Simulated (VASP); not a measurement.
Crystal: InC2.

```xyz
6
Lattice="5.6001 0.0000 0.0000 0.0000 5.6001 0.0000 0.0000 0.0000 2.2195" Properties=species:S:1:pos:R:3 pbc="T T T"
In    2.8000    2.8000    0.0000
In    0.0000    0.0000    0.0000
C     4.8339    3.5662    0.0000
C     0.7662    2.0338    0.0000
C     3.5662    0.7662    0.0000
C     2.0338    4.8339    0.0000
```

The cell was built from a structure type or drawn by symmetry, and may not be a known phase.

- Program: VASP 6.6.1
- Task: relaxation of cell and atoms
- Functional: PBE
- Potentials or basis: VASP PAW PBE potentials, release 64 (In_d, C)
- Cutoff: 600 eV
- k mesh: 4 × 4 × 8
- Occupations: gaussian, width 0.1 eV
- Spin: no spin polarisation

At the start: pressure 34.6 GPa; volume 11.60 Å³/atom.

Task: Where does the relaxation end?

Result: Over 20 steps the energy falls by 2177.4 meV/atom and the volume is 16.39 Å³/atom (+41.2 %); space group P4/mbm (No. 127, to 0.1 Å) before and after.

Step by step:
```csv
step,energy change (eV),largest force (eV/Å),pressure (GPa),volume (Å³)
1,0.0000,3.5315,34.62,69.60
2,-6.1067,4.6807,-14.83,96.13
3,-6.4638,5.0576,-16.55,100.98
4,-7.2453,6.1208,-18.92,110.90
5,-7.7410,29.2529,26.74,105.37
6,-8.6755,6.9910,-17.98,110.07
7,-10.5620,7.1625,-16.44,109.23
8,-12.8955,0.8826,-5.86,107.45
9,-12.9058,0.6780,-3.76,107.23
10,-12.9112,0.0006,-4.67,107.32
11,-13.0008,1.2015,-3.56,102.43
12,-13.0040,1.4344,-3.27,101.45
13,-13.0541,0.2332,-0.07,98.73
14,-13.0548,0.0605,0.38,98.37
15,-13.0575,0.0272,0.30,98.37
16,-13.0629,0.0748,0.06,98.35
17,-13.0602,0.2806,-0.35,98.31
18,-13.0639,0.1490,-0.09,98.34
19,-13.0638,0.1892,-0.53,98.29
20,-13.0643,0.0061,-0.29,98.31
```

Final structure:
```xyz
6
Lattice="5.4043 0.0000 0.0000 0.0000 5.4043 0.0000 0.0000 0.0000 3.3661" Properties=species:S:1:pos:R:3 pbc="T T T"
In    2.7022    2.7022    0.0000
In    0.0000    0.0000    0.0000
C     4.9539    3.1526    0.0000
C     0.4504    2.2517    0.0000
C     3.1526    0.4504    0.0000
C     2.2517    4.9539    0.0000
```

Caveat: the volume moved by over 15 % at a fixed basis, so the end points are rough.
